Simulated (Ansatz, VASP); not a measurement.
# MgO2 in VASP and in Ansatz

```xyz
3
Lattice="1.5566 0.8987 3.3892 -1.5566 0.8987 3.3892 0.0000 -1.7974 3.3892" Properties=species:S:1:pos:R:3 pbc="T T T"
Mg    0.0000    0.0000    0.0000
O     0.0000    0.0000    4.3597
O     0.0000    0.0000    5.8078
```

Change from the starting cell: strain -0.030 along x and y, -0.030 along z, atoms carried along.

Alike in both runs: task single point; functional r2SCAN; k mesh 12 × 12 × 12; occupations gaussian, width 0.05 eV; no spin polarisation.

|  | VASP | Ansatz |
| --- | --- | --- |
| version | VASP 6.6.1 | Ansatz 0.2.0 |
| potentials or method | VASP PAW PBE potentials, release 64 (Mg, O), cutoff 520 eV | scalar-relativistic, plane waves, PAW |
| valence electrons in the cell | 14 | 22 |

VASP gave:

* gap on the k mesh at the Fermi level (eV): 3.52
* least direct gap on the mesh (eV): 3.52
* pressure (GPa): 8.1
* traceless stress, the component that is largest in VASP (GPa): 6.54
* rms of the force components (eV/Å): 0.270

Q: Which values does Ansatz return?

A: gap on the k mesh at the Fermi level (eV): 3.55; least direct gap on the mesh (eV): 3.55; pressure (GPa): 8.3; traceless stress, the component that is largest in VASP (GPa): 4.66; rms of the force components (eV/Å): 0.119.

VASP's potentials were made for PBE, not for r2SCAN. Atom by atom the forces differ by 0.151 eV/Å (rms over components). The functional is the same, so the differences come from potentials, cutoffs and numerics. VASP's potentials hold 14 valence electrons a cell and Ansatz's 22, so a difference there can come from the potentials and not from the codes.
